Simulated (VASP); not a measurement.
# InP (F-43m) in VASP: further runs

InP is run at these levels: PBE, LDA, r2SCAN, HSE06; tasks: single point.

Program: VASP 6.6.1. These are calculated values, not measurements. Logs are shortened: lines on timing, memory, paths and dates and some standing lists are left out, and cuts for length are marked.

### 1 The cell of the first run

It takes space group F-43m (No. 216, cubic). The conventional cell has a = 5.908 Å, b = 5.908 Å, c = 5.908 Å, α = 90.00°, β = 90.00°, γ = 90.00°. In (site symmetry -43m) has 4 P at 2.56 Å within 3.4 Å. Within 3.4 Å of P (site symmetry -43m) lie 4 In at 2.56 Å.

### 2 Single point, PBE

The input, INCAR:

```
ALGO = Normal ; EDIFF = 1E-7
ENCUT = 520 ; GGA = PE
ISIF = 2 ; ISMEAR = 0
LASPH = T ; LCHARG = F
LREAL = F ; LWAVE = F
NBANDS = 16 ; NELM = 80
PREC = Accurate ; SIGMA = 0.01
```

The input, KPOINTS:

```
k-points
0
Gamma
  4 4 4
```

The input, POSCAR:

```
InP
1.0
    0.0000000000      2.9537876420      2.9537876420
    2.9537876420      0.0000000000      2.9537876420
    2.9537876420      2.9537876420      0.0000000000
In P
1 1
Direct
    0.0000000000      0.0000000000      0.0000000000
    0.2500000000      0.2500000000      0.2500000000
```

Potentials or basis: VASP PAW PBE potentials, release 64 (In_d, P).

The run is started by

```console
$ cat potpaw_PBE.64/In_d/POTCAR potpaw_PBE.64/P/POTCAR > POTCAR
$ mpirun -np 1 vasp_std > vasp.out
```

OUTCAR:

```text
EDIFF = 1E-7
   ENCUT = 520
   GGA = PE
   ISIF = 2
   ISMEAR = 0
   LASPH = T
   LREAL = F
   NELM = 80
   PREC = Accurate

 ion  position               nearest neighbor table
   1  0.000  0.000  0.000-   2 2.56   2 2.56   2 2.56   2 2.56
   2  0.250  0.250  0.250-   1 2.56   1 2.56   1 2.56   1 2.56

  LATTYP: Found a face centered cubic cell.
 ALAT       =     5.9075752840

  Lattice vectors:

 A1 = (   0.0000000000,   2.9537876420,   2.9537876420)
 A2 = (   2.9537876420,   0.0000000000,   2.9537876420)
 A3 = (   2.9537876420,   2.9537876420,   0.0000000000)

Analysis of symmetry for initial positions (statically):
=====================================================================
 Subroutine PRICEL returns:
 Original cell was already a primitive cell.

 Routine SETGRP: Setting up the symmetry group for a
 face centered cubic supercell.

 Subroutine GETGRP returns: Found 24 space group operations
 (whereof 24 operations were pure point group operations)
 out of a pool of 48 trial point group operations.

The static configuration has the point symmetry T_d .

Analysis of symmetry for dynamics (positions and initial velocities):
=====================================================================
 Subroutine PRICEL returns:
 Original cell was already a primitive cell.

 Routine SETGRP: Setting up the symmetry group for a
 face centered cubic supercell.

 Subroutine GETGRP returns: Found 24 space group operations
 (whereof 24 operations were pure point group operations)
 out of a pool of 48 trial point group operations.

The dynamic configuration has the point symmetry T_d .

 Subroutine INISYM returns: Found 24 space group operations
 (whereof 24 operations are pure point group operations),
 and found     1 'primitive' translations

----------------------------------------------------------------------------------------

                                     Primitive cell

  volume of cell :      51.5428

  direct lattice vectors                    reciprocal lattice vectors
     0.000000000  2.953787642  2.953787642    -0.169274186  0.169274186  0.169274186
     2.953787642  0.000000000  2.953787642     0.169274186 -0.169274186  0.169274186
     2.953787642  2.953787642  0.000000000     0.169274186  0.169274186 -0.169274186

  length of vectors
     4.177286544  4.177286544  4.177286544     0.293191491  0.293191491  0.293191491

  position of ions in fractional coordinates (direct lattice)
     0.000000000  0.000000000  0.000000000
     0.250000000  0.250000000  0.250000000

  ion indices of the primitive-cell ions
   primitive index   ion index
                 1           1
                 2           2

----------------------------------------------------------------------------------------

 KPOINTS: k-points

Automatic generation of k-mesh.
 Grid dimensions read from file:
 generate k-points for:    4    4    4

 Generating k-lattice:

  Cartesian coordinates                     Fractional coordinates (reciprocal lattice)
    -0.042318547  0.042318547  0.042318547     0.250000000  0.000000000  0.000000000
     0.042318547 -0.042318547  0.042318547     0.000000000  0.250000000  0.000000000
     0.042318547  0.042318547 -0.042318547     0.000000000  0.000000000  0.250000000

  Length of vectors
     0.073297873  0.073297873  0.073297873

  Shift w.r.t. Gamma in fractional coordinates (k-lattice)
     0.000000000  0.000000000  0.000000000

 Subroutine IBZKPT returns following result:
 ===========================================

 Found      8 irreducible k-points:

 Following reciprocal coordinates:
            Coordinates               Weight
  0.000000  0.000000  0.000000      1.000000
  0.250000  0.000000  0.000000      8.000000
  0.500000  0.000000  0.000000      4.000000
  0.250000  0.250000  0.000000      6.000000
  0.500000  0.250000  0.000000     24.000000
 -0.250000  0.250000  0.000000     12.000000
  0.500000  0.500000  0.000000      3.000000
 -0.250000  0.500000  0.250000      6.000000
   k-points           NKPTS =      8   k-points in BZ     NKDIM =      8   number of bands    NBANDS=     16
   number of dos      NEDOS =    301   number of ions     NIONS =      2
   total plane-waves  NPLWV =  32768
   dimension x,y,z NGX =    32 NGY =   32 NGZ =   32
   dimension x,y,z NGXF=    64 NGYF=   64 NGZF=   64
   ions per type =               1   1
   NGX,Y,Z   is equivalent  to a cutoff of  12.74, 12.74, 12.74 a.u.
   NGXF,Y,Z  is equivalent  to a cutoff of  25.47, 25.47, 25.47 a.u.
 SYSTEM =  unknown system
   PREC   = accura    normal or accurate (medium, high low for compatibility)
   ISTART =      0    job   : 0-new  1-cont  2-samecut
   ICHARG =      2    charge: 1-file 2-atom 10-const
   ISPIN  =      1    spin polarized calculation?
   LNONCOLLINEAR =      F non collinear calculations
   LSORBIT =      F    spin-orbit coupling
   LASPH  =      T    aspherical Exc in radial PAW
   ENCUT  =  520.0 eV  38.22 Ry    6.18 a.u.   7.77  7.77  7.77*2*pi/ulx,y,z
   NELM   =     80;   NELMIN=  2; NELMDL= -5     # of ELM steps
   EDIFF  = 0.1E-06   stopping-criterion for ELM
   LREAL  =      F    real-space projection
   EDIFFG = 0.1E-05   stopping-criterion for IOM
   NSW    =      0    number of steps for IOM
   IBRION =     -1    ionic relax: 0-MD 1-quasi-New 2-CG
   NFREE  =      0    steps in history (QN), initial steepest desc. (CG)
   ISIF   =      2    stress and relaxation
   ISYM   =      2    0-nonsym 1-usesym 2-fastsym
   POTIM  = 0.5000    time-step for ionic-motion
   TEBEG  =    0.0;   TEEND  =   0.0 temperature during run
   PSTRESS=    0.0 pullay stress
   NELECT =      18.0000    total number of electrons
   NUPDOWN=      -1.0000    fix difference up-down
   EMIN   =  10.00;   EMAX   =-10.00  energy-range for DOS
   EFERMI =   0.00;   METHOD = LEGACY
   ISMEAR =     0;   SIGMA  =   0.01  broadening in eV -4-tet -1-fermi 0-gaus
   EFERMI_NEDOS =   21; number of points for ismear=-14 and -15
   IALGO  =     38    algorithm
   IMIX   =      4    mixing-type and parameters
     AMIX     =   0.40;   BMIX     =  1.00
     AMIX_MAG =   1.60;   BMIX_MAG =  1.00
  volume/ion in A,a.u.               =      25.77       173.91
  Fermi-wavevector in a.u.,A,eV,Ry     =   1.152860  2.178589 18.083301  1.329085
  Thomas-Fermi vector in A             =   2.289508
   LORBIT       =      0    0 simple, 1 ext, 2 COOP (PROOUT), +10 PAW based schemes
   GGA     = PE    functional components
   LHFCALC =     F    Hartree Fock is set to
   AEXX    =    0.0000 exact exchange contribution
   IVDW    =     0    specifies the selected vdW correction
   LEPSILON=     F    determine dielectric tensor
   LRPA    =     F    only Hartree local field effects (RPA)
 non-spin polarized calculation
 Gauss-broadening in eV      SIGMA  =   0.01
  energy-cutoff  :      520.00
  volume of cell :       51.54
 maximum number of plane-waves:      1411
   NGX = 15   NGY = 15   NGZ = 15

 number of electron      18.0000009 magnetization

 Free energy of the ion-electron system (eV)
  ---------------------------------------------------
  ext. energy  EPLUGINS =         0.00000000
  ---------------------------------------------------
  free energy    TOTEN  =        -8.29199957 eV

  energy without entropy =       -8.29199957  energy(sigma->0) =       -8.29199957

 E-fermi :   5.0411     XC(G=0):  -9.1577

 val. band max:        4.9775115042   @ k =   0.0000   0.0000   0.0000
 cond. band min:       5.5456768234   @ k =   0.0000   0.0000   0.0000
 fundamental gap:      0.5681653192
 Fermi energy:         5.0411380113

 k-point     1 :       0.0000    0.0000    0.0000
  band No.  band energies     occupation
      1      -9.2125      2.00000
      2      -9.2125      2.00000
      3      -9.2125      2.00000
      4      -9.0742      2.00000
      5      -9.0742      2.00000
      6      -6.3849      2.00000
[... 8 lines left out ...]
     15      14.3644      0.00000
     16      14.3644      0.00000

 k-point     2 :       0.2500    0.0000    0.0000
  band No.  band energies     occupation
      1      -9.2672      2.00000
      2      -9.1911      2.00000
      3      -9.1911      2.00000
      4      -9.0716      2.00000
      5      -9.0716      2.00000
      6      -5.7337      2.00000
[... 8 lines left out ...]
     15      13.5193      0.00000
     16      14.0465      0.00000

 k-point     3 :       0.5000    0.0000    0.0000
  band No.  band energies     occupation
      1      -9.3180      2.00000
      2      -9.1769      2.00000
      3      -9.1769      2.00000
      4      -9.0615      2.00000
      5      -9.0615      2.00000
      6      -4.7335      2.00000
[... 8 lines left out ...]
     15      15.5431      0.00000
     16      15.5431      0.00000

 k-point     4 :       0.2500    0.2500    0.0000
  band No.  band energies     occupation
      1      -9.3042      2.00000
      2      -9.1656      2.00000
      3      -9.1656      2.00000
      4      -9.0951      2.00000
      5      -9.0580      2.00000
      6      -5.5180      2.00000
[... 8 lines left out ...]
     15      14.9066      0.00000
     16      16.9081      0.00000

 k-point     5 :       0.5000    0.2500    0.0000
  band No.  band energies     occupation
      1      -9.3401      2.00000
      2      -9.1557      2.00000
      3      -9.1444      2.00000
      4      -9.0920      2.00000
      5      -9.0545      2.00000
      6      -4.4808      2.00000
[... 8 lines left out ...]
     15      15.6720      0.00000
     16      16.8162      0.00000

 k-point     6 :      -0.2500    0.2500    0.0000
  band No.  band energies     occupation
      1      -9.3134      2.00000
      2      -9.1705      2.00000
      3      -9.1635      2.00000
      4      -9.0750      2.00000
      5      -9.0691      2.00000
      6      -4.8528      2.00000
[... 8 lines left out ...]
     15      15.2343      0.00000
     16      16.7100      0.00000

 k-point     7 :       0.5000    0.5000    0.0000
  band No.  band energies     occupation
      1      -9.3801      2.00000
      2      -9.1202      2.00000
      3      -9.1167      2.00000
      4      -9.1167      2.00000
      5      -9.0419      2.00000
      6      -4.1017      2.00000
[... 8 lines left out ...]
     15      15.7074      0.00000
     16      16.7062      0.00000

 k-point     8 :      -0.2500    0.5000    0.2500
  band No.  band energies     occupation
      1      -9.3486      2.00000
      2      -9.1577      2.00000
      3      -9.1243      2.00000
      4      -9.0924      2.00000
      5      -9.0601      2.00000
      6      -4.0305      2.00000
[... 8 lines left out ...]
     15      16.1747      0.00000
     16      16.8875      0.00000

------------------------ aborting loop because EDIFF is reached ----------------------------------------

  FORCE on cell =-STRESS in cart. coord.  units (eV):
  Direction    XX          YY          ZZ          XY          YZ          ZX
  --------------------------------------------------------------------------------------
  -------------------------------------------------------------------------------------
  Total        0.5706399      0.5706399      0.5706399     -0.0000000      0.0000000     -0.0000000
  in kB       17.7380099     17.7380099     17.7380099     -0.0000000      0.0000000     -0.0000000
  external PRESSURE =      17.7380099 kB  Pullay stress =       0.0000000 kB

 VOLUME and BASIS-vectors are now :
 -----------------------------------------------------------------------------
  energy-cutoff  :      520.00
  volume of cell :       51.54
      direct lattice vectors                 reciprocal lattice vectors
     0.000000000  2.953787642  2.953787642    -0.169274186  0.169274186  0.169274186
     2.953787642  0.000000000  2.953787642     0.169274186 -0.169274186  0.169274186
     2.953787642  2.953787642  0.000000000     0.169274186  0.169274186 -0.169274186

 POSITION                                       TOTAL-FORCE (eV/Angst)
 -----------------------------------------------------------------------------------
      0.00000      0.00000      0.00000         0.000000      0.000000      0.000000
      1.47689      1.47689      1.47689        -0.000000     -0.000000     -0.000000
 -----------------------------------------------------------------------------------
    total drift:                               -0.000000     -0.000000     -0.000000

  FREE ENERGIE OF THE ION-ELECTRON SYSTEM (eV)
  ---------------------------------------------------
  free  energy   TOTEN  =        -8.2919995653 eV

  energy  without entropy=       -8.2919995653  energy(sigma->0) =       -8.29199957
```

Run time: 7.6 s. Hardware: 1 thread of AMD EPYC 7R13 (Zen 3), shared host; peak memory 0.14 GiB.

What came out:

- Free energy: -8.2920 eV
- Pressure: 1.8 GPa
- Band gap on the k mesh: 0.57 eV

Caveat: the k points lie up to 0.46 Å⁻¹ apart; spin-orbit coupling is left out, which moves the levels of the heavy elements.

### 3 Single point, PBE

The input, INCAR:

```
SYSTEM = InP
  PREC = Accurate
  ENCUT = 520
  EDIFF = 1E-7
  ISMEAR = 0
  SIGMA = 0.01
  LREAL = .FALSE.
  LASPH = .TRUE.
  NELM = 60
  ALGO = Normal
  ISIF = 2
  LWAVE = .FALSE.
  LCHARG = .TRUE.
  GGA = PE
  LELF = .TRUE.
  LVHAR = .TRUE.
  NBANDS = 16
```

The input, KPOINTS:

```
regular mesh
0
G
  4 4 4
  0 0 0
```

POSCAR is that of step 2.

Potentials or basis: VASP PAW PBE potentials, release 64 (In_d, P).

The run is started by

```console
$ cat potpaw_PBE.64/In_d/POTCAR potpaw_PBE.64/P/POTCAR > POTCAR
$ mpirun -np 1 vasp_std > vasp.out
```

OUTCAR:

```text
SYSTEM = InP
   PREC = Accurate
   ENCUT = 520
   EDIFF = 1E-7
   ISMEAR = 0
   LREAL = .FALSE.
   LASPH = .TRUE.
   NELM = 60
   ISIF = 2
   GGA = PE

 ion  position               nearest neighbor table
   1  0.000  0.000  0.000-   2 2.56   2 2.56   2 2.56   2 2.56
   2  0.250  0.250  0.250-   1 2.56   1 2.56   1 2.56   1 2.56

  LATTYP: Found a face centered cubic cell.
 ALAT       =     5.9075752840

  Lattice vectors:

 A1 = (   0.0000000000,   2.9537876420,   2.9537876420)
[... 318 lines left out ...]

------------------------ aborting loop because EDIFF is reached ----------------------------------------

  FORCE on cell =-STRESS in cart. coord.  units (eV):
  Direction    XX          YY          ZZ          XY          YZ          ZX
  --------------------------------------------------------------------------------------
  -------------------------------------------------------------------------------------
  Total        0.5706399      0.5706399      0.5706399     -0.0000000      0.0000000     -0.0000000
  in kB       17.7380099     17.7380099     17.7380099     -0.0000000      0.0000000     -0.0000000
  external PRESSURE =      17.7380099 kB  Pullay stress =       0.0000000 kB

 VOLUME and BASIS-vectors are now :
 -----------------------------------------------------------------------------
  energy-cutoff  :      520.00
  volume of cell :       51.54
      direct lattice vectors                 reciprocal lattice vectors
     0.000000000  2.953787642  2.953787642    -0.169274186  0.169274186  0.169274186
     2.953787642  0.000000000  2.953787642     0.169274186 -0.169274186  0.169274186
     2.953787642  2.953787642  0.000000000     0.169274186  0.169274186 -0.169274186

 POSITION                                       TOTAL-FORCE (eV/Angst)
 -----------------------------------------------------------------------------------
      0.00000      0.00000      0.00000         0.000000      0.000000      0.000000
      1.47689      1.47689      1.47689        -0.000000     -0.000000     -0.000000
 -----------------------------------------------------------------------------------
    total drift:                               -0.000000     -0.000000     -0.000000

  FREE ENERGIE OF THE ION-ELECTRON SYSTEM (eV)
  ---------------------------------------------------
  free  energy   TOTEN  =        -8.2919995653 eV

  energy  without entropy=       -8.2919995653  energy(sigma->0) =       -8.29199957
```

Wall time 8.2 s (1 thread of AMD EPYC 7R13 (Zen 3), shared host); peak memory 0.14 GiB.

What came out:

```
Free energy            : -8.2920 eV
Pressure               : 1.8 GPa
Band gap on the k mesh : 0.57 eV
```

Levels at points of the mesh, in eV from the valence-band top:
```
           k point  band 6  band 7  band 8  band 9  band 10  band 11  band 12  band 13
(0.00, 0.00, 0.00)  -11.36    0.00    0.00    0.00     0.57     4.06     4.06     4.06
(0.50, 0.00, 0.00)   -9.71   -5.63   -0.94   -0.94     1.42     4.78     4.78     7.04
(0.50, 0.50, 0.00)   -9.08   -5.67   -2.25   -2.25     1.78     2.25     9.07     9.42
```

Caveat: the k points lie up to 0.46 Å⁻¹ apart; spin-orbit coupling is left out, which moves the levels of the heavy elements.

(Continued in part 2 of 2.)
